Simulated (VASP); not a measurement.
# Hf in VASP: notebook

Runs on Hf. Level: r2SCAN. Tasks: single point.

Everything below comes from runs of VASP 6.6.1. Logs are shortened: lines on timing, memory, paths and dates and some standing lists are left out, and cuts for length are marked.

## (1) The cell of the first run

The cell holds a slab with vacuum, 3 atoms: a = 3.167 Å, b = 3.167 Å, c = 18.479 Å, α = 90.00°, β = 90.00°, γ = 90.00°.

## (2) Single point, r2SCAN

POSCAR reads:

```
Hf
1.0
    3.1673477160      0.0000000000      0.0000000000
    0.0000000000      3.1673477160      0.0000000000
    0.0000000000      0.0000000000     18.4793060967
Hf
3
Direct
    0.5000000000      0.5000000000      0.3788021024
    0.0000000000      0.0000000000      0.4900655751
    0.5000000000      0.5000000000      0.6015252157
```

INCAR.step1 reads:

```
PREC = Accurate
ENCUT = 440
ISMEAR = 0
SIGMA = 0.1
LREAL = False
LASPH = True
NELM = 120
LDIPOL = True
IDIPOL = 3
DIPOL = 0.5 0.5 0.490
NBANDS = 22
GGA = PE
ALGO = Normal
EDIFF = 1E-5
LWAVE = True
LCHARG = False
GGA_COMPAT = False
NELMDL = -8
```

INCAR.step2 reads:

```
PREC = Accurate
ENCUT = 440
EDIFF = 1E-6
ISMEAR = 0
SIGMA = 0.1
LREAL = False
LASPH = True
NELM = 120
ALGO = Normal
ISIF = 2
LWAVE = False
LCHARG = True
LDIPOL = True
IDIPOL = 3
DIPOL = 0.5 0.5 0.490
METAGGA = R2SCAN
LMIXTAU = True
LELF = True
LVHAR = True
LVACPOTAV = True
NBANDS = 22
ISTART = 1
GGA_COMPAT = False
```

KPOINTS reads:

```
regular mesh
0
Gamma
  9 9 1
```

Potentials or basis: VASP PAW PBE potentials, release 64 (Hf_pv).

On the command line:

```console
cat potpaw_PBE.64/Hf_pv/POTCAR > POTCAR
cp INCAR.step1 INCAR
mpirun -np 1 vasp_std > vasp.out
cp INCAR.step2 INCAR
mpirun -np 1 vasp_std > vasp.out
```

OUTCAR:

```text
PREC = Accurate
   ENCUT = 440
   EDIFF = 1E-6
   ISMEAR = 0
   LREAL = False
   LASPH = True
   NELM = 120
   ISIF = 2
   METAGGA = R2SCAN
   ISTART = 1

 ion  position               nearest neighbor table
   1  0.500  0.500  0.379-   2 3.04   2 3.04   2 3.04   2 3.04
   2  0.000  0.000  0.490-   1 3.04   1 3.04   1 3.04   1 3.04   3 3.04   3 3.04   3 3.04   3 3.04

   3  0.500  0.500  0.602-   2 3.04   2 3.04   2 3.04   2 3.04

  LATTYP: Found a simple tetragonal cell.
 ALAT       =     3.1673477160
 C/A-ratio  =     5.8343155705

  Lattice vectors:

 A1 = (   3.1673477160,   0.0000000000,   0.0000000000)
 A2 = (   0.0000000000,   3.1673477160,   0.0000000000)
 A3 = (   0.0000000000,   0.0000000000,  18.4793060967)

Analysis of symmetry for initial positions (statically):
=====================================================================
 Subroutine PRICEL returns:
 Original cell was already a primitive cell.

 Routine SETGRP: Setting up the symmetry group for a
 simple tetragonal supercell.

 Subroutine GETGRP returns: Found  8 space group operations
 (whereof  8 operations were pure point group operations)
 out of a pool of 16 trial point group operations.

The static configuration has the point symmetry C_4v.

Analysis of symmetry for dynamics (positions and initial velocities):
=====================================================================
 Subroutine PRICEL returns:
 Original cell was already a primitive cell.

 Routine SETGRP: Setting up the symmetry group for a
 simple tetragonal supercell.

 Subroutine GETGRP returns: Found  8 space group operations
 (whereof  8 operations were pure point group operations)
 out of a pool of 16 trial point group operations.

The dynamic configuration has the point symmetry C_4v.

 Subroutine INISYM returns: Found  8 space group operations
 (whereof  8 operations are pure point group operations),
 and found     1 'primitive' translations

----------------------------------------------------------------------------------------

                                     Primitive cell

  volume of cell :     185.3861

  direct lattice vectors                    reciprocal lattice vectors
     3.167347716  0.000000000  0.000000000     0.315721572  0.000000000  0.000000000
     0.000000000  3.167347716  0.000000000     0.000000000  0.315721572  0.000000000
     0.000000000  0.000000000 18.479306097     0.000000000  0.000000000  0.054114586

  length of vectors
     3.167347716  3.167347716 18.479306097     0.315721572  0.315721572  0.054114586

  position of ions in fractional coordinates (direct lattice)
     0.500000000  0.500000000  0.378802102
     0.000000000  0.000000000  0.490065575
     0.500000000  0.500000000  0.601525216

  ion indices of the primitive-cell ions
   primitive index   ion index
                 1           1
                 2           2
                 3           3

----------------------------------------------------------------------------------------

 KPOINTS: regular mesh

Automatic generation of k-mesh.
 Grid dimensions read from file:
 generate k-points for:    9    9    1

 Generating k-lattice:

  Cartesian coordinates                     Fractional coordinates (reciprocal lattice)
     0.035080175  0.000000000  0.000000000     0.111111111  0.000000000  0.000000000
     0.000000000  0.035080175  0.000000000     0.000000000  0.111111111  0.000000000
     0.000000000  0.000000000  0.054114586     0.000000000  0.000000000  1.000000000

  Length of vectors
     0.035080175  0.035080175  0.054114586

  Shift w.r.t. Gamma in fractional coordinates (k-lattice)
     0.000000000  0.000000000  0.000000000

 Subroutine IBZKPT returns following result:
 ===========================================

 Found     15 irreducible k-points:

 Following reciprocal coordinates:
            Coordinates               Weight
  0.000000  0.000000  0.000000      1.000000
  0.111111  0.000000  0.000000      4.000000
  0.222222  0.000000  0.000000      4.000000
  0.333333  0.000000  0.000000      4.000000
  0.444444  0.000000  0.000000      4.000000
  0.111111  0.111111  0.000000      4.000000
  0.222222  0.111111  0.000000      8.000000
  0.333333  0.111111  0.000000      8.000000
  0.444444  0.111111  0.000000      8.000000
  0.222222  0.222222  0.000000      4.000000
  0.333333  0.222222  0.000000      8.000000
  0.444444  0.222222  0.000000      8.000000
  0.333333  0.333333  0.000000      4.000000
  0.444444  0.333333  0.000000      8.000000
  0.444444  0.444444  0.000000      4.000000
   k-points           NKPTS =     15   k-points in BZ     NKDIM =     15   number of bands    NBANDS=     22
   number of dos      NEDOS =    301   number of ions     NIONS =      3
   total plane-waves  NPLWV =  72576
   dimension x,y,z NGX =    24 NGY =   24 NGZ =  126
   dimension x,y,z NGXF=    48 NGYF=   48 NGZF=  252
   ions per type =               3
   NGX,Y,Z   is equivalent  to a cutoff of  12.60, 12.60, 11.34 a.u.
   NGXF,Y,Z  is equivalent  to a cutoff of  25.19, 25.19, 22.67 a.u.
 SYSTEM =  unknown system
   PREC   = accura    normal or accurate (medium, high low for compatibility)
   ISTART =      1    job   : 0-new  1-cont  2-samecut
   ICHARG =      0    charge: 1-file 2-atom 10-const
   ISPIN  =      1    spin polarized calculation?
   LNONCOLLINEAR =      F non collinear calculations
   LSORBIT =      F    spin-orbit coupling
   LASPH  =      T    aspherical Exc in radial PAW
   ENCUT  =  440.0 eV  32.34 Ry    5.69 a.u.   5.42  5.42 31.61*2*pi/ulx,y,z
   NELM   =    120;   NELMIN=  2; NELMDL=  0     # of ELM steps
   EDIFF  = 0.1E-05   stopping-criterion for ELM
   LREAL  =      F    real-space projection
   EDIFFG = 0.1E-04   stopping-criterion for IOM
   NSW    =      0    number of steps for IOM
   IBRION =     -1    ionic relax: 0-MD 1-quasi-New 2-CG
   NFREE  =      0    steps in history (QN), initial steepest desc. (CG)
   ISIF   =      2    stress and relaxation
   ISYM   =      2    0-nonsym 1-usesym 2-fastsym
   POTIM  = 0.5000    time-step for ionic-motion
   TEBEG  =    0.0;   TEEND  =   0.0 temperature during run
   PSTRESS=    0.0 pullay stress
   NELECT =      30.0000    total number of electrons
   NUPDOWN=      -1.0000    fix difference up-down
   EMIN   =  10.00;   EMAX   =-10.00  energy-range for DOS
   EFERMI =   0.00;   METHOD = LEGACY
   ISMEAR =     0;   SIGMA  =   0.10  broadening in eV -4-tet -1-fermi 0-gaus
   EFERMI_NEDOS =   21; number of points for ismear=-14 and -15
   IALGO  =     38    algorithm
   IMIX   =      4    mixing-type and parameters
     AMIX     =   0.40;   BMIX     =  1.00
     AMIX_MAG =   1.60;   BMIX_MAG =  1.00
  volume/ion in A,a.u.               =      61.80       417.02
  Fermi-wavevector in a.u.,A,eV,Ry     =   0.892119  1.685861 10.828558  0.795877
  Thomas-Fermi vector in A             =   2.014027
   LORBIT       =      0    0 simple, 1 ext, 2 COOP (PROOUT), +10 PAW based schemes
   METAGGA = R2SCAN    functional components
   LHFCALC =     F    Hartree Fock is set to
   AEXX    =    0.0000 exact exchange contribution
   IVDW    =     0    specifies the selected vdW correction
   LEPSILON=     F    determine dielectric tensor
   LRPA    =     F    only Hartree local field effects (RPA)
 non-spin polarized calculation
 Gauss-broadening in eV      SIGMA  =   0.10
  energy-cutoff  :      440.00
  volume of cell :      185.39
 maximum number of plane-waves:      3933
 NGX is ok and might be reduce to    24
   NGX = 11   NGY = 11   NGZ = 63

 dipolmoment           0.000000      0.000000      0.011008 electrons x Angstroem

 number of electron      29.9999998 magnetization

 dipolmoment           0.000000      0.000000     -0.000113 electrons x Angstroem

 Free energy of the ion-electron system (eV)
  ---------------------------------------------------
  ext. energy  EPLUGINS =         0.00000000
  ---------------------------------------------------
  free energy    TOTEN  =      -133.02840186 eV

  energy without entropy =     -132.99735604  energy(sigma->0) =     -133.01287895

 E-fermi :  -0.7675     XC(G=0):  -5.4299

 val. band max:       -0.7876718288   @ k =   0.4444   0.1111   0.0000
 cond. band min:      -0.6913175695   @ k =   0.4444   0.2222   0.0000
 fundamental gap:      0.0963542592
 Fermi energy:        -0.7675159795

 k-point     1 :       0.0000    0.0000    0.0000
  band No.  band energies     occupation
      1     -32.9362      2.00000
      2     -32.8423      2.00000
      3     -32.4372      2.00000
      4     -32.4372      2.00000
      5     -32.4020      2.00000
      6     -32.4020      2.00000
[... 14 lines left out ...]
     21       2.5334      0.00000
     22       2.5334      0.00000

 k-point     2 :       0.1111    0.0000    0.0000
  band No.  band energies     occupation
      1     -32.9221      2.00000
      2     -32.8491      2.00000
      3     -32.4853      2.00000
      4     -32.4706      2.00000
      5     -32.4289      2.00000
      6     -32.3974      2.00000
[... 14 lines left out ...]
     21       2.2424      0.00000
     22       2.3517      0.00000

 k-point     3 :       0.2222    0.0000    0.0000
  band No.  band energies     occupation
      1     -32.8878      2.00000
      2     -32.8709      2.00000
      3     -32.6285      2.00000
      4     -32.6054      2.00000
      5     -32.4076      2.00000
      6     -32.3858      2.00000
[... 14 lines left out ...]
     21       1.6383      0.00000
     22       2.2184      0.00000
[... 251 lines left out ...]
 k-point    14 :       0.4444    0.3333    0.0000
  band No.  band energies     occupation
      1     -32.8492      2.00000
      2     -32.8307      2.00000
      3     -32.8182      2.00000
      4     -32.7466      2.00000
      5     -32.7208      2.00000
      6     -32.6881      2.00000
[... 14 lines left out ...]
     21       2.2650      0.00000
     22       3.3231      0.00000

 k-point    15 :       0.4444    0.4444    0.0000
  band No.  band energies     occupation
      1     -32.8617      2.00000
      2     -32.8594      2.00000
      3     -32.7853      2.00000
      4     -32.7773      2.00000
      5     -32.7525      2.00000
      6     -32.7353      2.00000
[... 14 lines left out ...]
     21       2.6709      0.00000
     22       3.7817      0.00000

------------------------ aborting loop because EDIFF is reached ----------------------------------------

  FORCE on cell =-STRESS in cart. coord.  units (eV):
  Direction    XX          YY          ZZ          XY          YZ          ZX
  --------------------------------------------------------------------------------------
  -------------------------------------------------------------------------------------
  Total       -2.0572555     -2.0572555     -0.2316577      0.0000000      0.0000000      0.0000000
  in kB      -17.7795873    -17.7795873     -2.0020744      0.0000000      0.0000000      0.0000000
  external PRESSURE =     -12.5204164 kB  Pullay stress =       0.0000000 kB

 VOLUME and BASIS-vectors are now :
 -----------------------------------------------------------------------------
  energy-cutoff  :      440.00
  volume of cell :      185.39
      direct lattice vectors                 reciprocal lattice vectors
     3.167347716  0.000000000  0.000000000     0.315721572  0.000000000  0.000000000
     0.000000000  3.167347716  0.000000000     0.000000000  0.315721572  0.000000000
     0.000000000  0.000000000 18.479306097     0.000000000  0.000000000  0.054114586

 POSITION                                       TOTAL-FORCE (eV/Angst)
 -----------------------------------------------------------------------------------
      1.58367      1.58367      7.00000         0.000000     -0.000000      0.043100
      0.00000      0.00000      9.05607         0.000000     -0.000000      0.018211
      1.58367      1.58367     11.11577        -0.000000      0.000000     -0.061311
 -----------------------------------------------------------------------------------
    total drift:                                0.000000      0.000000     -0.000151

  FREE ENERGIE OF THE ION-ELECTRON SYSTEM (eV)
  ---------------------------------------------------
  free  energy   TOTEN  =      -133.0284018616 eV

  energy  without entropy=     -132.9973560396  energy(sigma->0) =     -133.01287895

 vacuum level on the upper side and lower side of the slab         3.306         3.306
```

Wall time 5.4 min (1 thread of AMD EPYC 9R45 (Zen 5), shared host); peak memory 0.26 GiB.

Results:

```
Free energy            : -133.0284 eV
Largest force          : 0.061 eV/Å
Band gap on the k mesh : zero (bands 15 and 16 overlap by 0.28 eV)
```

Forces in eV/Å, atoms in the order of the input:
```
Hf   0.000  0.000  0.043
Hf   0.000  0.000  0.018
Hf   0.000  0.000 -0.061
```

Caveat: the PAW data sets were made with another functional, which shifts forces and pressure a little; spin-orbit coupling is left out, which moves the levels of the heavy elements.

## (3) Single point, r2SCAN

This run uses another cell than the first one.

POSCAR reads:

```
Hf
1.0
    3.1673477160      0.0000000000      0.0000000000
    0.0000000000      3.1673477160      0.0000000000
    0.0000000000      0.0000000000     19.6157685857
Hf
3
Direct
    0.5000000000      0.5000000000      0.2039175769
    0.0000000000      0.0000000000      0.3087348702
    0.5000000000      0.5000000000      0.4137369663
```

INCAR.step1 reads:

```
PREC = Accurate
ENCUT = 440
ISMEAR = 0
SIGMA = 0.1
LREAL = F
LASPH = T
NELM = 120
LDIPOL = T
IDIPOL = 3
DIPOL = 0.5 0.5 0.309
NBANDS = 22
GGA = PE
ALGO = Normal
EDIFF = 1E-5
LWAVE = T
LCHARG = F
GGA_COMPAT = F
NELMDL = -8
```

INCAR.step2 reads:

```
PREC = Accurate
ENCUT = 440
EDIFF = 1E-6
ISMEAR = 0
SIGMA = 0.1
LREAL = F
LASPH = T
NELM = 120
ALGO = Normal
ISIF = 2
LWAVE = F
LCHARG = T
LDIPOL = T
IDIPOL = 3
DIPOL = 0.5 0.5 0.309
METAGGA = R2SCAN
LMIXTAU = T
LELF = T
LVHAR = T
LVACPOTAV = T
NBANDS = 22
ISTART = 1
GGA_COMPAT = F
```

KPOINTS reads:

```
regular mesh
0
Gamma
  8 8 1
```

Potentials or basis: VASP PAW PBE potentials, release 64 (Hf_pv).

On the command line:

```console
cat potpaw_PBE.64/Hf_pv/POTCAR > POTCAR
cp INCAR.step1 INCAR
mpirun -np 1 vasp_std > vasp.out
cp INCAR.step2 INCAR
mpirun -np 1 vasp_std > vasp.out
```

Wall time 6 min (1 thread of AMD EPYC 9R45 (Zen 5), shared host); peak memory 0.28 GiB.

It converged, with:

```yaml
Free_energy: -133.0439 eV
Largest_force: 0.018 eV/Å
Band_gap_on_the_k_mesh: zero (bands 15 and 16 overlap by 0.32 eV)
```

Forces on the atoms (eV/Å):
```
Hf   0.000  0.000 -0.017
Hf   0.000  0.000  0.018
Hf   0.000  0.000 -0.001
```

Levels at points of the mesh, in eV from the Fermi level:
| k point | band 13 | band 14 | band 15 | band 16 | band 17 | band 18 |
| --- | --- | --- | --- | --- | --- | --- |
| (0.00, 0.00, 0.00) | -2.10 | -0.78 | -0.06 | 0.30 | 1.35 | 1.91 |
| (0.50, 0.00, 0.00) | -0.26 | -0.20 | 0.05 | 0.73 | 1.38 | 1.48 |
| (0.50, 0.50, 0.00) | -1.66 | -1.64 | -0.07 | -0.07 | 2.86 | 2.89 |

Caveat: the PAW data sets were made with another functional, which shifts forces and pressure a little; spin-orbit coupling is left out, which moves the levels of the heavy elements.
